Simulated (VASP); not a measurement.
# SnO2 (P4_2/mnm) in VASP: notebook

Runs on SnO2. Level: r2SCAN. Tasks: single point.

All numbers are computed with VASP 6.6.1; they aren't measurements. Logs are shortened: lines on timing, memory, paths and dates and some standing lists are left out, and cuts for length are marked.

### 1 The cell of the first run

Symmetry: P4_2/mnm, No. 136, tetragonal system. The conventional cell has a = 4.760 Å, b = 4.760 Å, c = 3.201 Å, α = 90.00°, β = 90.00°, γ = 90.00°. Sn (site symmetry mmm) has 6 O at 2.06 to 2.07 Å within 2.7 Å. Within 2.7 Å of O (site symmetry m2m) lie 3 Sn at 2.06 to 2.07 Å and 1 O at 2.61 Å.

### 2 Single point, r2SCAN

POSCAR

```
SnO2
1.0
    4.7599425472      0.0000000000      0.0000000000
    0.0000000000      4.7599425472      0.0000000000
    0.0000000000      0.0000000000      3.2008135226
Sn O
2 4
Direct
    0.0000000000      0.0000000000      0.0000000000
    0.5000000000      0.5000000000      0.5000000000
    0.3059109373      0.3059109373      0.0000000000
    0.1940890627      0.8059109373      0.5000000000
    0.6940890627      0.6940890627      0.0000000000
    0.8059109373      0.1940890627      0.5000000000
```

INCAR.step1

```
SYSTEM = SnO2
PREC     = Accurate       ! precision mode
ENCUT    = 520            ! plane-wave cutoff, eV
ISMEAR   = 0              ! smearing method
SIGMA    = 0.02           ! smearing width, eV
LREAL    = .FALSE.        ! projectors in reciprocal space
LASPH    = .TRUE.         ! aspherical terms in the spheres
NELM     = 100            ! most SCF steps
NBANDS   = 35             ! bands
GGA      = PE             ! functional
ALGO     = Normal         ! electronic algorithm
EDIFF    = 1E-4           ! SCF threshold, eV
LWAVE    = .TRUE.         ! write WAVECAR
LCHARG   = .FALSE.        ! write CHGCAR
```

INCAR.step2

```
SYSTEM = SnO2
PREC     = Accurate       ! precision mode
ENCUT    = 520            ! plane-wave cutoff, eV
EDIFF    = 1E-6           ! SCF threshold, eV
ISMEAR   = 0              ! smearing method
SIGMA    = 0.02           ! smearing width, eV
LREAL    = .FALSE.        ! projectors in reciprocal space
LASPH    = .TRUE.         ! aspherical terms in the spheres
NELM     = 100            ! most SCF steps
ALGO     = Normal         ! electronic algorithm
ISIF     = 2              ! what is computed and relaxed
LWAVE    = .FALSE.        ! write WAVECAR
LCHARG   = .TRUE.         ! write CHGCAR
METAGGA  = R2SCAN         ! meta-GGA
LMIXTAU  = .TRUE.       
LELF     = .TRUE.         ! ELF
LVHAR    = .TRUE.       
NBANDS   = 35             ! bands
ISTART   = 1
```

KPOINTS

```
regular mesh
0
G
  6 6 8
  0 0 0
```

Potentials or basis: VASP PAW PBE potentials, release 64 (Sn_d, O).

Started as:

```console
cat potpaw_PBE.64/Sn_d/POTCAR potpaw_PBE.64/O/POTCAR > POTCAR
cp INCAR.step1 INCAR
mpirun -np 1 vasp_std > vasp.out
cp INCAR.step2 INCAR
mpirun -np 1 vasp_std > vasp.out
```

OUTCAR:

```text
SYSTEM = SnO2
   PREC = Accurate
   ENCUT = 520
   EDIFF = 1E-6
   ISMEAR = 0
   LREAL = .FALSE.
   LASPH = .TRUE.
   NELM = 100
   ISIF = 2
   METAGGA = R2SCAN
   ISTART = 1

 ion  position               nearest neighbor table
   1  0.000  0.000  0.000-   3 2.06   5 2.06   4 2.07   6 2.07   4 2.07   6 2.07   2 3.73   2 3.73
                             2 3.73   2 3.73   2 3.73   2 3.73   2 3.73   2 3.73
   2  0.500  0.500  0.500-   4 2.06   6 2.06   5 2.07   3 2.07   3 2.07   5 2.07   1 3.73   1 3.73
                             1 3.73   1 3.73   1 3.73   1 3.73   1 3.73   1 3.73
   3  0.306  0.306  0.000-   1 2.06   2 2.07   2 2.07
   4  0.194  0.806  0.500-   2 2.06   1 2.07   1 2.07
   5  0.694  0.694  0.000-   1 2.06   2 2.07   2 2.07
   6  0.806  0.194  0.500-   2 2.06   1 2.07   1 2.07

  LATTYP: Found a simple tetragonal cell.
 ALAT       =     4.7599425472
 C/A-ratio  =     0.6724479321

  Lattice vectors:

 A1 = (   4.7599425472,   0.0000000000,   0.0000000000)
 A2 = (   0.0000000000,   4.7599425472,   0.0000000000)
 A3 = (   0.0000000000,   0.0000000000,   3.2008135226)

Analysis of symmetry for initial positions (statically):
=====================================================================
 Subroutine PRICEL returns:
 Original cell was already a primitive cell.

 Routine SETGRP: Setting up the symmetry group for a
 simple tetragonal supercell.

 Subroutine GETGRP returns: Found 16 space group operations
 (whereof  8 operations were pure point group operations)
 out of a pool of 16 trial point group operations.

The static configuration has the point symmetry D_2h.
 The point group associated with its full space group is D_4h.

Analysis of symmetry for dynamics (positions and initial velocities):
=====================================================================
 Subroutine PRICEL returns:
 Original cell was already a primitive cell.

 Routine SETGRP: Setting up the symmetry group for a
 simple tetragonal supercell.

 Subroutine GETGRP returns: Found 16 space group operations
 (whereof  8 operations were pure point group operations)
 out of a pool of 16 trial point group operations.

The dynamic configuration has the point symmetry D_2h.
 The point group associated with its full space group is D_4h.

 Subroutine INISYM returns: Found 16 space group operations
 (whereof  8 operations are pure point group operations),
 and found     1 'primitive' translations

----------------------------------------------------------------------------------------

                                     Primitive cell

  volume of cell :      72.5210

  direct lattice vectors                    reciprocal lattice vectors
     4.759942547  0.000000000  0.000000000     0.210086569  0.000000000  0.000000000
     0.000000000  4.759942547  0.000000000     0.000000000  0.210086569  0.000000000
     0.000000000  0.000000000  3.200813523     0.000000000  0.000000000  0.312420575

  length of vectors
     4.759942547  4.759942547  3.200813523     0.210086569  0.210086569  0.312420575

  position of ions in fractional coordinates (direct lattice)
     0.000000000  0.000000000  0.000000000
     0.500000000  0.500000000  0.500000000
     0.305910937  0.305910937  0.000000000
     0.194089063  0.805910937  0.500000000
     0.694089063  0.694089063  0.000000000
     0.805910937  0.194089063  0.500000000

  ion indices of the primitive-cell ions
   primitive index   ion index
                 1           1
                 2           2
                 3           3
                 4           4
                 5           5
                 6           6

----------------------------------------------------------------------------------------

 KPOINTS: regular mesh

Automatic generation of k-mesh.
 Grid dimensions read from file:
 generate k-points for:    6    6    8

 Generating k-lattice:

  Cartesian coordinates                     Fractional coordinates (reciprocal lattice)
     0.035014428  0.000000000  0.000000000     0.166666667  0.000000000  0.000000000
     0.000000000  0.035014428  0.000000000     0.000000000  0.166666667  0.000000000
     0.000000000  0.000000000  0.039052572     0.000000000  0.000000000  0.125000000

  Length of vectors
     0.035014428  0.035014428  0.039052572

  Shift w.r.t. Gamma in fractional coordinates (k-lattice)
     0.000000000  0.000000000  0.000000000

 Subroutine IBZKPT returns following result:
 ===========================================

 Found     50 irreducible k-points:

 Following reciprocal coordinates:
            Coordinates               Weight
  0.000000  0.000000  0.000000      1.000000
  0.166667  0.000000  0.000000      4.000000
  0.333333  0.000000  0.000000      4.000000
  0.500000  0.000000  0.000000      2.000000
  0.166667  0.166667  0.000000      4.000000
  0.333333  0.166667  0.000000      8.000000
[... 16 lines left out ...]
  0.333333  0.000000  0.250000      8.000000
  0.500000  0.000000  0.250000      4.000000
 [... further k-points ...]
   k-points           NKPTS =     50   k-points in BZ     NKDIM =     50   number of bands    NBANDS=     35
   number of dos      NEDOS =    301   number of ions     NIONS =      6
   total plane-waves  NPLWV =  31104
   dimension x,y,z NGX =    36 NGY =   36 NGZ =   24
   dimension x,y,z NGXF=    72 NGYF=   72 NGZF=   48
   ions per type =               2   4
   NGX,Y,Z   is equivalent  to a cutoff of  12.57, 12.57, 12.47 a.u.
   NGXF,Y,Z  is equivalent  to a cutoff of  25.15, 25.15, 24.93 a.u.
 SYSTEM =  SnO2
   PREC   = accura    normal or accurate (medium, high low for compatibility)
   ISTART =      1    job   : 0-new  1-cont  2-samecut
   ICHARG =      0    charge: 1-file 2-atom 10-const
   ISPIN  =      1    spin polarized calculation?
   LNONCOLLINEAR =      F non collinear calculations
   LSORBIT =      F    spin-orbit coupling
   LASPH  =      T    aspherical Exc in radial PAW
   ENCUT  =  520.0 eV  38.22 Ry    6.18 a.u.   8.85  8.85  5.95*2*pi/ulx,y,z
   NELM   =    100;   NELMIN=  2; NELMDL=  0     # of ELM steps
   EDIFF  = 0.1E-05   stopping-criterion for ELM
   LREAL  =      F    real-space projection
   EDIFFG = 0.1E-04   stopping-criterion for IOM
   NSW    =      0    number of steps for IOM
   IBRION =     -1    ionic relax: 0-MD 1-quasi-New 2-CG
   NFREE  =      0    steps in history (QN), initial steepest desc. (CG)
   ISIF   =      2    stress and relaxation
   ISYM   =      2    0-nonsym 1-usesym 2-fastsym
   POTIM  = 0.5000    time-step for ionic-motion
   TEBEG  =    0.0;   TEEND  =   0.0 temperature during run
   PSTRESS=    0.0 pullay stress
   NELECT =      52.0000    total number of electrons
   NUPDOWN=      -1.0000    fix difference up-down
   EMIN   =  10.00;   EMAX   =-10.00  energy-range for DOS
   EFERMI =   0.00;   METHOD = LEGACY
   ISMEAR =     0;   SIGMA  =   0.02  broadening in eV -4-tet -1-fermi 0-gaus
   EFERMI_NEDOS =   21; number of points for ismear=-14 and -15
   IALGO  =     38    algorithm
   IMIX   =      4    mixing-type and parameters
     AMIX     =   0.40;   BMIX     =  1.00
     AMIX_MAG =   1.60;   BMIX_MAG =  1.00
  volume/ion in A,a.u.               =      12.09        81.57
  Fermi-wavevector in a.u.,A,eV,Ry     =   1.465282  2.768982 29.212425  2.147053
  Thomas-Fermi vector in A             =   2.581158
   LORBIT       =      0    0 simple, 1 ext, 2 COOP (PROOUT), +10 PAW based schemes
   METAGGA = R2SCAN    functional components
   LHFCALC =     F    Hartree Fock is set to
   AEXX    =    0.0000 exact exchange contribution
   IVDW    =     0    specifies the selected vdW correction
   LEPSILON=     F    determine dielectric tensor
   LRPA    =     F    only Hartree local field effects (RPA)
 non-spin polarized calculation
 Gauss-broadening in eV      SIGMA  =   0.02
  energy-cutoff  :      520.00
  volume of cell :       72.52
 maximum number of plane-waves:      1992
 NGX is ok and might be reduce to    36
   NGX = 17   NGY = 17   NGZ = 11

 number of electron      52.0000003 magnetization

 Free energy of the ion-electron system (eV)
  ---------------------------------------------------
  ext. energy  EPLUGINS =         0.00000000
  ---------------------------------------------------
  free energy    TOTEN  =       -84.62956625 eV

  energy without entropy =      -84.62956625  energy(sigma->0) =      -84.62956625

 E-fermi :   5.7381     XC(G=0): -11.9694

 val. band max:        5.5572981930   @ k =   0.0000   0.0000   0.0000
 cond. band min:       7.3512150620   @ k =   0.0000   0.0000   0.0000
 fundamental gap:      1.7939168690
 Fermi energy:         5.7380746980

 k-point     1 :       0.0000    0.0000    0.0000
  band No.  band energies     occupation
      1     -16.1799      2.00000
      2     -15.2666      2.00000
      3     -14.9666      2.00000
      4     -14.9666      2.00000
      5     -14.9442      2.00000
      6     -14.9056      2.00000
[... 27 lines left out ...]
     34      18.6543      0.00000
     35      18.9980      0.00000

 k-point     2 :       0.1667    0.0000    0.0000
  band No.  band energies     occupation
      1     -16.1327      2.00000
      2     -15.3259      2.00000
      3     -14.9650      2.00000
      4     -14.9649      2.00000
      5     -14.9461      2.00000
      6     -14.9454      2.00000
[... 27 lines left out ...]
     34      18.6178      0.00000
     35      18.9451      0.00000

 k-point     3 :       0.3333    0.0000    0.0000
  band No.  band energies     occupation
      1     -15.9947      2.00000
      2     -15.5254      2.00000
      3     -14.9714      2.00000
      4     -14.9617      2.00000
      5     -14.9616      2.00000
      6     -14.9524      2.00000
[... 27 lines left out ...]
     34      18.6121      0.00000
     35      18.8828      0.00000
[... 723 lines left out ...]
 k-point    23 :       0.3333    0.0000    0.2500
  band No.  band energies     occupation
      1     -15.8835      2.00000
      2     -15.7225      2.00000
      3     -15.3383      2.00000
      4     -15.0570      2.00000
      5     -14.8452      2.00000
      6     -14.8399      2.00000
[... 27 lines left out ...]
     34      18.6122      0.00000
     35      18.8437      0.00000

 k-point    24 :       0.5000    0.0000    0.2500
  band No.  band energies     occupation
      1     -15.8265      2.00000
      2     -15.8265      2.00000
      3     -15.1862      2.00000
      4     -15.1862      2.00000
      5     -14.8377      2.00000
      6     -14.8377      2.00000
[... 27 lines left out ...]
     34      18.8067      0.00000
     35      19.0989      0.00000

 [... further k-points ...]

------------------------ aborting loop because EDIFF is reached ----------------------------------------

  FORCE on cell =-STRESS in cart. coord.  units (eV):
  Direction    XX          YY          ZZ          XY          YZ          ZX
  --------------------------------------------------------------------------------------
  -------------------------------------------------------------------------------------
  Total        0.4166694      0.4166694      0.6449327     -0.0000000      0.0000000      0.0000000
  in kB        9.2053092      9.2053092     14.2482381     -0.0000000      0.0000000      0.0000000
  external PRESSURE =      10.8862855 kB  Pullay stress =       0.0000000 kB

 VOLUME and BASIS-vectors are now :
 -----------------------------------------------------------------------------
  energy-cutoff  :      520.00
  volume of cell :       72.52
      direct lattice vectors                 reciprocal lattice vectors
     4.759942547  0.000000000  0.000000000     0.210086569  0.000000000  0.000000000
     0.000000000  4.759942547  0.000000000     0.000000000  0.210086569  0.000000000
     0.000000000  0.000000000  3.200813523     0.000000000  0.000000000  0.312420575

 POSITION                                       TOTAL-FORCE (eV/Angst)
 -----------------------------------------------------------------------------------
      0.00000      0.00000      0.00000         0.000000     -0.000000     -0.000000
      2.37997      2.37997      1.60041         0.000000     -0.000000     -0.000000
      1.45612      1.45612      0.00000        -0.019671     -0.019671      0.000000
      0.92385      3.83609      1.60041         0.019671     -0.019671      0.000000
      3.30382      3.30382      0.00000         0.019671      0.019671     -0.000000
      3.83609      0.92385      1.60041        -0.019671      0.019671     -0.000000
 -----------------------------------------------------------------------------------
    total drift:                                0.000000      0.000000      0.000000

  FREE ENERGIE OF THE ION-ELECTRON SYSTEM (eV)
  ---------------------------------------------------
  free  energy   TOTEN  =       -84.6295662469 eV

  energy  without entropy=      -84.6295662469  energy(sigma->0) =      -84.62956625
```

It took 2.5 min on 1 thread of Intel Xeon 6975P-C (Granite Rapids), shared host; peak memory 0.24 GiB.

Results:

```
Free energy            : -84.6296 eV
Pressure               : 1.1 GPa
Largest force          : 0.028 eV/Å
Band gap on the k mesh : 1.79 eV
```

Forces on the atoms (eV/Å):
```
Sn   0.000  0.000  0.000
Sn   0.000  0.000  0.000
O   -0.020 -0.020  0.000
O    0.020 -0.020  0.000
O    0.020  0.020  0.000
O   -0.020  0.020  0.000
```

Caveat: the PAW data sets were made with another functional, which shifts forces and pressure a little; spin-orbit coupling is left out, which moves the levels of the heavy elements. r2SCAN opens gaps a little over a GGA but as a rule still falls short of measured ones.

### 3 Single point, r2SCAN (12.45 Å³/atom)

This run uses another cell than the first one, of 12.45 Å³/atom.

POSCAR

```
SnO2
1.0
    4.8187603654      0.0000000000      0.0000000000
    0.0000000000      4.8187603654      0.0000000000
    0.0000000000      0.0000000000      3.2168466653
Sn O
2 4
Direct
    0.0000000000      0.0000000000      0.0000000000
    0.5000000000      0.5000000000      0.5000000000
    0.3065540464      0.3065540464      0.0000000000
    0.1934459536      0.8065540464      0.5000000000
    0.6934459536      0.6934459536      0.0000000000
    0.8065540464      0.1934459536      0.5000000000
```

INCAR.step1

```
SYSTEM = SnO2
  ALGO = Normal
  EDIFF = 1E-4
  ENCUT = 520
  GGA = PE
  ISMEAR = 0
  LASPH = .TRUE.
  LCHARG = .FALSE.
  LREAL = .FALSE.
  LWAVE = .TRUE.
  NBANDS = 35
  NELM = 100
  PREC = Accurate
  SIGMA = 0.02
```

INCAR.step2

```
SYSTEM = SnO2
  ALGO = Normal
  EDIFF = 1E-7
  ENCUT = 520
  ISIF = 2
  ISMEAR = 0
  ISTART = 1
  LASPH = .TRUE.
  LCHARG = .FALSE.
  LMIXTAU = .TRUE.
  LREAL = .FALSE.
  LWAVE = .FALSE.
  METAGGA = R2SCAN
  NBANDS = 35
  NELM = 100
  PREC = Accurate
  SIGMA = 0.02
```

KPOINTS

```
k-points
0
G
  6 6 8
  0 0 0
```

Potentials or basis: VASP PAW PBE potentials, release 64 (Sn_d, O).

Started as:

```console
cat potpaw_PBE.64/Sn_d/POTCAR potpaw_PBE.64/O/POTCAR > POTCAR
cp INCAR.step1 INCAR
mpirun -np 1 vasp_std > vasp.out
cp INCAR.step2 INCAR
mpirun -np 1 vasp_std > vasp.out
```

Run time: 2.7 min. Hardware: 1 thread of Intel Xeon 6975P-C (Granite Rapids), shared host; peak memory 0.25 GiB.

The run converged. Its results:

```
Free energy            : -84.6070 eV
Pressure               : -4.6 GPa
Largest force          : 0.032 eV/Å
Band gap on the k mesh : 1.48 eV
```

Forces on the atoms (eV/Å):
```
Sn   0.000  0.000  0.000
Sn   0.000  0.000  0.000
O   -0.023 -0.023  0.000
O    0.023 -0.023  0.000
O    0.023  0.023  0.000
O   -0.023  0.023  0.000
```

Stress tensor (GPa, compression positive):
```
-4.75  0.00  0.00
 0.00 -4.75  0.00
 0.00  0.00 -4.22
```

Levels at points of the mesh, in eV from the valence-band top:
| k point | band 23 | band 24 | band 25 | band 26 | band 27 | band 28 | band 29 | band 30 |
| --- | --- | --- | --- | --- | --- | --- | --- | --- |
| (0.00, 0.00, 0.00) | -1.21 | -0.76 | -0.76 | 0.00 | 1.48 | 6.57 | 6.93 | 6.93 |
| (0.50, 0.00, 0.00) | -1.16 | -1.16 | -0.61 | -0.61 | 4.68 | 4.68 | 7.67 | 7.67 |
| (0.50, 0.50, 0.00) | -1.28 | -1.28 | -0.90 | -0.90 | 5.11 | 5.11 | 8.02 | 8.02 |
| (0.00, 0.00, 0.50) | -1.59 | -1.59 | -1.23 | -1.23 | 6.53 | 6.53 | 10.29 | 10.29 |
| (0.50, 0.00, 0.50) | -1.06 | -1.06 | -0.72 | -0.72 | 6.79 | 6.79 | 8.55 | 8.55 |
| (0.50, 0.50, 0.50) | -0.94 | -0.94 | -0.83 | -0.83 | 5.24 | 5.24 | 9.46 | 9.46 |

Caveat: the cell stands under tension; the PAW data sets were made with another functional, which shifts forces and pressure a little; spin-orbit coupling is left out, which moves the levels of the heavy elements.
